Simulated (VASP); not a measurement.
# Pm (Fd-3m) in VASP: single point with PBEsol

Aim: the single point of Pm with PBEsol.

All numbers are computed with VASP 6.6.1; they aren't measurements. Logs are shortened: lines on timing, memory, paths and dates and some standing lists are left out, and cuts for length are marked.

## (1) The cell of the first run

Symmetry: Fd-3m, No. 227, cubic system. The conventional cell has a = 5.507 Å, b = 5.507 Å, c = 5.507 Å, α = 90.00°, β = 90.00°, γ = 90.00°. Pm (site symmetry -43m) has 4 Pm at 2.38 Å within 3.2 Å.

## (2) Single point, PBEsol

The input, INCAR:

```
SYSTEM = Pm
ALGO = Normal
EDIFF = 1E-6
ENCUT = 520
GGA = PS
ISIF = 2
ISMEAR = -1
LASPH = .True.
LCHARG = .True.
LELF = .True.
LREAL = .False.
LVHAR = .True.
LWAVE = .False.
NBANDS = 22
NELM = 100
PREC = Accurate
SIGMA = 0.13605693000000002
```

The input, KPOINTS:

```
k-points
0
Gamma
  8 8 8
  0 0 0
```

The input, POSCAR:

```
Pm
1.0
    0.0000000000      2.7537469585      2.7537469585
    2.7537469585      0.0000000000      2.7537469585
    2.7537469585      2.7537469585      0.0000000000
Pm
2
Direct
    0.0000000000      0.0000000000      0.0000000000
    0.2500000000      0.2500000000      0.2500000000
```

Potentials or basis: VASP PAW PBE potentials, release 64 (Pm).

On the command line:

```
> cat potpaw_PBE.64/Pm/POTCAR > POTCAR
> mpirun -np 1 vasp_std > vasp.out
```

OUTCAR:

```text
SYSTEM = Pm
   EDIFF = 1E-6
   ENCUT = 520
   GGA = PS
   ISIF = 2
   ISMEAR = -1
   LASPH = .True.
   LREAL = .False.
   NELM = 100
   PREC = Accurate

 ion  position               nearest neighbor table
   1  0.000  0.000  0.000-   2 2.38   2 2.38   2 2.38   2 2.38
   2  0.250  0.250  0.250-   1 2.38   1 2.38   1 2.38   1 2.38

  LATTYP: Found a face centered cubic cell.
 ALAT       =     5.5074939170

  Lattice vectors:

 A1 = (   0.0000000000,   2.7537469585,   2.7537469585)
 A2 = (   2.7537469585,   0.0000000000,   2.7537469585)
 A3 = (   2.7537469585,   2.7537469585,   0.0000000000)

Analysis of symmetry for initial positions (statically):
=====================================================================
 Subroutine PRICEL returns:
 Original cell was already a primitive cell.

 Routine SETGRP: Setting up the symmetry group for a
 face centered cubic supercell.

 Subroutine GETGRP returns: Found 48 space group operations
 (whereof 24 operations were pure point group operations)
 out of a pool of 48 trial point group operations.

The static configuration has the point symmetry T_d .
 The point group associated with its full space group is O_h .

Analysis of symmetry for dynamics (positions and initial velocities):
=====================================================================
 Subroutine PRICEL returns:
 Original cell was already a primitive cell.

 Routine SETGRP: Setting up the symmetry group for a
 face centered cubic supercell.

 Subroutine GETGRP returns: Found 48 space group operations
 (whereof 24 operations were pure point group operations)
 out of a pool of 48 trial point group operations.

The dynamic configuration has the point symmetry T_d .
 The point group associated with its full space group is O_h .

 Subroutine INISYM returns: Found 48 space group operations
 (whereof 24 operations are pure point group operations),
 and found     1 'primitive' translations

----------------------------------------------------------------------------------------

                                     Primitive cell

  volume of cell :      41.7640

  direct lattice vectors                    reciprocal lattice vectors
     0.000000000  2.753746958  2.753746958    -0.181570786  0.181570786  0.181570786
     2.753746958  0.000000000  2.753746958     0.181570786 -0.181570786  0.181570786
     2.753746958  2.753746958  0.000000000     0.181570786  0.181570786 -0.181570786

  length of vectors
[... 80 lines left out ...]
   ENCUT  =  520.0 eV  38.22 Ry    6.18 a.u.   7.24  7.24  7.24*2*pi/ulx,y,z
   NELM   =    100;   NELMIN=  2; NELMDL= -5     # of ELM steps
   EDIFF  = 0.1E-05   stopping-criterion for ELM
   LREAL  =      F    real-space projection
   EDIFFG = 0.1E-04   stopping-criterion for IOM
   NSW    =      0    number of steps for IOM
   IBRION =     -1    ionic relax: 0-MD 1-quasi-New 2-CG
   NFREE  =      0    steps in history (QN), initial steepest desc. (CG)
   ISIF   =      2    stress and relaxation
   ISYM   =      2    0-nonsym 1-usesym 2-fastsym
   POTIM  = 0.5000    time-step for ionic-motion
   TEBEG  =    0.0;   TEEND  =   0.0 temperature during run
   PSTRESS=    0.0 pullay stress
   NELECT =      30.0000    total number of electrons
   NUPDOWN=      -1.0000    fix difference up-down
   EMIN   =  10.00;   EMAX   =-10.00  energy-range for DOS
   EFERMI =   0.00;   METHOD = LEGACY
   ISMEAR =    -1;   SIGMA  =   0.14  broadening in eV -4-tet -1-fermi 0-gaus
   EFERMI_NEDOS =   21; number of points for ismear=-14 and -15
   IALGO  =     38    algorithm
   IMIX   =      4    mixing-type and parameters
     AMIX     =   0.40;   BMIX     =  1.00
     AMIX_MAG =   1.60;   BMIX_MAG =  1.00
  volume/ion in A,a.u.               =      20.88       140.92
  Fermi-wavevector in a.u.,A,eV,Ry     =   1.466160  2.770640 29.247406  2.149624
  Thomas-Fermi vector in A             =   2.581930
   LORBIT       =      0    0 simple, 1 ext, 2 COOP (PROOUT), +10 PAW based schemes
   GGA     = PS    functional components
   LHFCALC =     F    Hartree Fock is set to
   AEXX    =    0.0000 exact exchange contribution
   IVDW    =     0    specifies the selected vdW correction
   LEPSILON=     F    determine dielectric tensor
   LRPA    =     F    only Hartree local field effects (RPA)
 non-spin polarized calculation
  energy-cutoff  :      520.00
  volume of cell :       41.76
 maximum number of plane-waves:      1158
 NGX is ok and might be reduce to    30
   NGX = 15   NGY = 15   NGZ = 15

 number of electron      30.0000000 magnetization

 Free energy of the ion-electron system (eV)
  ---------------------------------------------------
  ext. energy  EPLUGINS =         0.00000000
  ---------------------------------------------------
  free energy    TOTEN  =       -12.62358359 eV

  energy without entropy =      -12.11400771  energy(sigma->0) =      -12.36879565

 E-fermi :   9.1510     XC(G=0): -12.2027

 val. band max:        9.1448971628   @ k =   0.2500   0.2500   0.0000
 cond. band min:       9.1516817661   @ k =   0.1250   0.1250   0.0000
 fundamental gap:      0.0067846032
 Fermi energy:         9.1510190211

 k-point     1 :       0.0000    0.0000    0.0000
  band No.  band energies     occupation
      1     -30.6168      2.00000
      2     -26.1740      2.00000
      3     -11.3792      2.00000
      4     -11.3792      2.00000
      5     -11.3792      2.00000
      6      -7.4483      2.00000
[... 589 lines left out ...]
     21      10.1925      0.00095
     22      10.2815      0.00049

 [... further k-points ...]

------------------------ aborting loop because EDIFF is reached ----------------------------------------

  FORCE on cell =-STRESS in cart. coord.  units (eV):
  Direction    XX          YY          ZZ          XY          YZ          ZX
  --------------------------------------------------------------------------------------
  -------------------------------------------------------------------------------------
  Total        0.1779509      0.1779509      0.1779509     -0.0000000      0.0000000     -0.0000000
  in kB        6.8266684      6.8266684      6.8266684     -0.0000000      0.0000000     -0.0000000
  external PRESSURE =       6.8266684 kB  Pullay stress =       0.0000000 kB

 VOLUME and BASIS-vectors are now :
 -----------------------------------------------------------------------------
  energy-cutoff  :      520.00
  volume of cell :       41.76
      direct lattice vectors                 reciprocal lattice vectors
     0.000000000  2.753746958  2.753746958    -0.181570786  0.181570786  0.181570786
     2.753746958  0.000000000  2.753746958     0.181570786 -0.181570786  0.181570786
     2.753746958  2.753746958  0.000000000     0.181570786  0.181570786 -0.181570786

 POSITION                                       TOTAL-FORCE (eV/Angst)
 -----------------------------------------------------------------------------------
      0.00000      0.00000      0.00000        -0.000000     -0.000000     -0.000000
      1.37687      1.37687      1.37687         0.000000      0.000000      0.000000
 -----------------------------------------------------------------------------------
    total drift:                                0.000000     -0.000000      0.000000

  FREE ENERGIE OF THE ION-ELECTRON SYSTEM (eV)
  ---------------------------------------------------
  free  energy   TOTEN  =       -12.6235835903 eV

  energy  without entropy=      -12.1140077108  energy(sigma->0) =      -12.36879565
```

It took 24 s on 1 thread of Intel Xeon 6975P-C (Granite Rapids), shared host; peak memory 0.18 GiB.

What came out:

```yaml
Free_energy: -12.6236 eV
Pressure: 0.7 GPa
Band_gap_on_the_k_mesh: zero (band 15 reaches 9.21 eV, above the bottom of band 16 at 8.91 eV)
```

Caveat: the PAW data sets were made with another functional, which shifts forces and pressure a little; spin-orbit coupling is left out, which moves the levels of the heavy elements. Spin polarisation is off, so any magnetic state and its effect on volume and gap are missing.
